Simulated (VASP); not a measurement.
**HfO2: electric field gradients with PBE**

HfO2:

```
Hf O
1.0
     0.00000    2.54034    2.54034
     2.54034    0.00000    2.54034
     2.54034    2.54034    0.00000
Hf O
1 2
Direct
  0.00000 0.00000 0.00000
  0.25000 0.25000 0.25000
  0.75000 0.75000 0.75000
```

This cell differs from its parent crystal: volume scaled by 0.98.

```yaml
Program: VASP 6.6.1
Task: electric field gradients
Functional: PBE
Potentials_or_basis: VASP PAW PBE potentials, release 64 (Hf_pv, O)
Cutoff: 520 eV
k_mesh: 9 × 9 × 9
Occupations: fermi-dirac, width 0.01 eV
Spin: no spin polarisation
Dipole_correction: no
Further_INCAR_settings: ALGO = Normal; EDIFF = 1e-08; NBANDS = 18
```

```json
{
 "Pressure": "-1.2 GPa",
 "Band gap on the k mesh": "3.89 eV, indirect (least direct gap 4.01 eV)"
}
```

Levels at points of the mesh, in eV from the valence-band top:
| k point | band 7 | band 8 | band 9 | band 10 | band 11 | band 12 | band 13 | band 14 | band 15 | band 16 |
| --- | --- | --- | --- | --- | --- | --- | --- | --- | --- | --- |
| (0.00, 0.00, 0.00) | -5.25 | -5.25 | -0.55 | -0.55 | -0.55 | 3.92 | 3.92 | 5.84 | 10.39 | 10.39 |

Run time: 16 s on 1 thread of Intel(R) Xeon(R) 6975P-C (Granite Rapids), with other jobs on the host, peak memory 0.16 GiB.

Caveat: without QUAD_EFG the Cq values of the log hold for a quadrupole moment of 1 mb, not for the nuclei; spin-orbit coupling is left out, which moves the levels of the heavy elements. A k mesh can miss the band edges.
